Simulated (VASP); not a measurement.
A run of VASP 6.6.1:

The input POSCAR:

```
CaMg3
1.0
    4.8165061083      0.0000000000      0.0000000000
    0.0000000000      4.8165061083      0.0000000000
    0.0000000000      0.0000000000      4.8165061083
Ca Mg
1 3
Direct
    0.0000000000      0.0000000000      0.0000000000
    0.5000000000      0.5000000000      0.0000000000
    0.5000000000      0.0000000000      0.5000000000
    0.0000000000      0.5000000000      0.5000000000
```

File INCAR.step1:

```
SYSTEM = CaMg3
PREC = Accurate
ENCUT = 520
ISMEAR = 1
SIGMA = 0.1
LREAL = .False.
LASPH = .True.
NELM = 100
NBANDS = 16
GGA = PE
ALGO = Normal
EDIFF = 1E-4
LWAVE = .True.
LCHARG = .False.
```

INCAR.step2

```
SYSTEM = CaMg3
PREC = Accurate
ENCUT = 520
EDIFF = 1E-7
ISMEAR = 1
SIGMA = 0.1
LREAL = .False.
LASPH = .True.
NELM = 100
ALGO = Normal
ISIF = 2
LWAVE = .False.
LCHARG = .False.
METAGGA = R2SCAN
LMIXTAU = .True.
NBANDS = 16
ISTART = 1
```

File KPOINTS:

```
regular mesh
0
Gamma
  5 5 5
  0 0 0
```

Potentials or basis: VASP PAW PBE potentials, release 64 (Ca_sv, Mg).

Command:

```bash
$ cat potpaw_PBE.64/Ca_sv/POTCAR potpaw_PBE.64/Mg/POTCAR > POTCAR
$ cp INCAR.step1 INCAR
$ mpirun -np 1 vasp_std > vasp.out
$ cp INCAR.step2 INCAR
$ mpirun -np 1 vasp_std > vasp.out
```

Hardware: 1 thread of Intel Xeon 8259CL (shared host).

Q: How long does it take, and how much memory?

A: Wall time 86 s on 1 thread of Intel Xeon 8259CL (shared host), peak memory 0.22 GiB. Counts: k points 10.
